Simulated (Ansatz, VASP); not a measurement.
**GeSe: VASP beside Ansatz**

```
Ge Se
1.0
    10.96239    0.00000    0.00000
     0.00000    3.87674    0.00000
     0.00000    0.00000    4.42881
Ge Se
4 4
Direct
  0.37675 0.75000 0.61418
  0.12325 0.25000 0.11418
  0.87675 0.75000 0.88582
  0.62325 0.25000 0.38582
  0.14537 0.75000 0.50219
  0.35463 0.25000 0.00219
  0.64537 0.75000 0.99781
  0.85463 0.25000 0.49781
```

Alike in both runs: functional PBE; dispersion D3(BJ); k mesh 4 × 8 × 6; occupations gaussian, width 0.02 eV; no spin polarisation.

Ansatz relaxed the structure, and its values are those at the end. VASP's run is a single point on that final structure, the one shown.

|  | VASP | Ansatz |
| --- | --- | --- |
| version | VASP 6.6.1 | Ansatz 0.2.0 |
| potentials or method | VASP PAW PBE potentials, release 64 (Ge_d, Se), cutoff 500 eV | scalar-relativistic, plane waves, PAW |
| valence electrons in the cell | 80 | 120 |

Ansatz gave:

```
gap on the k mesh at the Fermi level (eV) : 0.73
least direct gap on the mesh (eV)         : 0.93
pressure (GPa)                            : 0.0
rms of the force components (eV/Å)        : 0.001
```

Question: Estimate VASP's values.

Answer: gap on the k mesh at the Fermi level (eV): 0.72; least direct gap on the mesh (eV): 0.93; pressure (GPa): 0.0; rms of the force components (eV/Å): 0.011.

VASP's potentials hold 80 valence electrons a cell and Ansatz's 120, so a difference there can come from the potentials and not from the codes. Ansatz's warnings: dispersion switch in reach, relaxed geometry near dispersion switch.
